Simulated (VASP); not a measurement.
Crystal: CuI.

```
CELL_PARAMETERS angstrom
4.39010 0.00000 0.00000
-2.19505 3.80194 0.00000
0.00000 0.00000 8.09573
ATOMIC_POSITIONS crystal
Cu 0.33333 0.66667 0.25000
Cu 0.66667 0.33333 0.75000
I 0.66667 0.33333 0.25000
I 0.33333 0.66667 0.75000
```

| Quantity | Value |
| --- | --- |
| Program | VASP 6.6.1 |
| Task | relaxation of cell and atoms |
| Functional | PBEsol |
| Potentials or basis | VASP PAW PBE potentials, release 64 (Cu, I) |
| Cutoff | 600 eV |
| k mesh | 6 × 6 × 4 |
| Occupations | fermi-dirac, width 0.02 eV |
| Spin | no spin polarisation |

At the start: pressure -2.0 GPa; volume 33.78 Å³/atom.

Q: Where does the relaxation end?

A: Over 20 steps the energy falls by 31.6 meV/atom and the volume is 27.72 Å³/atom (-18.0 %); space group P6_3/mmc (No. 194, to 0.1 Å) before and after.

The path:
```
step  energy change (eV)  largest force (eV/Å)  pressure (GPa)  volume (Å³)
   1              0.0000                0.0000           -2.02       135.12
   2             -0.0414                0.0000            0.58       126.94
   3             -0.0471                0.0000           -0.12       128.96
   4             -0.0471                0.0000           -0.17       129.08
   5             -0.0515                0.0000           -0.22       128.24
   6             -0.0589                0.0000           -0.24       126.87
   7             -0.0739                0.0000           -0.29       124.13
   8             -0.1021                0.0000           -0.19       118.61
   9             -0.1201                0.0000            0.88       107.45
  10             -0.1238                0.0000            0.24       112.03
  11             -0.1249                0.0000            0.40       110.74
  12             -0.1116                0.0000           -1.22       112.58
  13             -0.1264                0.0000           -0.02       111.19
  14             -0.1264                0.0000           -0.05       111.19
  15             -0.1265                0.0000           -0.19       110.94
  16             -0.1264                0.0000           -0.01       110.16
  17             -0.1265                0.0000            0.11       110.39
  18             -0.1266                0.0000            0.11       110.67
  19             -0.1266                0.0000            0.06       110.80
  20             -0.1265                0.0000            0.00       110.87
```

Final structure:
```cif
data_structure
_symmetry_space_group_name_H-M 'P 1'
_symmetry_Int_Tables_number 1
_cell_length_a 4.3496
_cell_length_b 4.3496
_cell_length_c 6.7666
_cell_angle_alpha 90.000
_cell_angle_beta 90.000
_cell_angle_gamma 120.000
_cell_volume 110.87
loop_
_atom_site_label
_atom_site_type_symbol
_atom_site_fract_x
_atom_site_fract_y
_atom_site_fract_z
_atom_site_occupancy
Cu1 Cu 0.33333 0.66667 0.25000 1
Cu2 Cu 0.66667 0.33333 0.75000 1
I1 I 0.66667 0.33333 0.25000 1
I2 I 0.33333 0.66667 0.75000 1
```

Caveat: the volume moved by over 15 % at a fixed basis, so the end points are rough; the PAW data sets were made with another functional, which shifts forces and pressure a little.
